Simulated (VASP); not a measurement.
Crystal: BAs.

```
As B
1.0
     0.00000    2.38850    2.38850
     2.38850    0.00000    2.38850
     2.38850    2.38850    0.00000
As B
1 1
Direct
  0.75000 0.75000 0.75000
  0.00000 0.00000 0.00000
```

Base run:

| Property | Result |
| --- | --- |
| Program | VASP 6.6.1 |
| Functional | PBE |
| Potentials or basis | VASP PAW PBE potentials, release 64 (As, B) |
| Cutoff | 520 eV |
| k mesh | 10 × 10 × 10 |
| Occupations | gaussian, width 0.02 eV |
| Spin | no spin polarisation |

Its results: band gap on the k mesh 1.18 eV (least direct gap 3.28 eV); pressure 3.4 GPa.

Q: The run is repeated on the same cell with these changes: functional from PBE to RPBE; occupations from gaussian, width 0.02 eV to gaussian, width 0.05 eV. What comes out?

A: Band gap on the k mesh 1.21 eV (least direct gap 3.28 eV); pressure 6.0 GPa.

Caveats: the cell stands under pressure; the PAW data sets were made with another functional, which shifts forces and pressure a little (at least some runs).

A k mesh can miss the band edges.
